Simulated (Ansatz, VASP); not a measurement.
SnSe in VASP and in Ansatz

File INCAR:

```
SYSTEM = SnSe
ALGO     = Normal         ! electronic algorithm
EDIFF    = 1E-6           ! SCF threshold, eV
ENCUT    = 520            ! plane-wave cutoff, eV
ISIF     = 2              ! what is computed and relaxed
ISMEAR   = 0              ! smearing method
LASPH    = .True.         ! aspherical terms in the spheres
LCHARG   = .False.        ! write CHGCAR
LREAL    = .False.        ! projectors in reciprocal space
LWAVE    = .False.        ! write WAVECAR
NBANDS   = 28             ! bands
NELM     = 80             ! most SCF steps
PREC     = Accurate       ! precision mode
SIGMA    = 0.05           ! smearing width, eV
```

KPOINTS

```
k-points
0
Gamma
  6 6 4
  0 0 0
```

Contents of POSCAR:

```
SnSe
1.0
    4.2853274191      0.0000000000      0.0000000000
    0.0000000000      4.2853274191      0.0000000000
    0.0000000000      0.0000000000     10.9906921300
Sn Se
2 2
Direct
    0.5000000000      0.0000000000      0.3722291100
    0.0000000000      0.5000000000      0.6277708900
    0.5000000000      0.0000000000      0.6137648380
    0.0000000000      0.5000000000      0.3816858580
```

Input for Ansatz:

```yaml
crystal:
  lattice:
    - [4.2853274191, 0.0, 0.0]
    - [0.0, 4.2853274191, 0.0]
    - [0.0, 0.0, 10.99069213]
  atoms:
    - { symbol: Sn, position: [0.5, 0.0, 0.37222911] }
    - { symbol: Sn, position: [0.0, 0.5, 0.62777089] }
    - { symbol: Se, position: [0.5, 0.0, 0.613764838] }
    - { symbol: Se, position: [0.0, 0.5, 0.381685858] }
basis:
  ecutwfc: 420
kpoints:
  mp_grid: { grid: [6, 6, 4] }
hamiltonian:
  xc: lda
scf:
  occupations: { method: gaussian, width: 0.05 }
output:
  forces: true
  stress: true
  eigenvalues: true
```

Change from the starting cell: all Se atoms moved +0.025 Å, as atom 3 towards its neighbour atom 1 (Sn) at 2.680 Å.

Alike in both runs: task single point; functional LDA; k mesh 6 × 6 × 4; occupations gaussian, width 0.05 eV; no spin polarisation.

|  | VASP | Ansatz |
| --- | --- | --- |
| version | VASP 6.6.1 | Ansatz 0.2.0 |
| potentials or method | VASP PAW LDA potentials, release 64 (Sn_d, Se), cutoff 520 eV | scalar-relativistic, plane waves, PAW |
| valence electrons in the cell | 40 | 60 |

```tsv
	VASP	Ansatz	Ansatz less VASP
gap on the k mesh at the Fermi level (eV)	1.45	1.46	+0.013
least direct gap on the mesh (eV)	1.45	1.46	+0.013
rms of the force components (eV/Å)	0.129	0.137	+0.0070
```

LDA's correlation is that of Perdew and Zunger in VASP and of Perdew and Wang (1992) in Ansatz. Atom by atom the forces differ by 0.013 eV/Å (rms over components). VASP's potentials hold 40 valence electrons a cell and Ansatz's 60, so a difference there can come from the potentials and not from the codes.
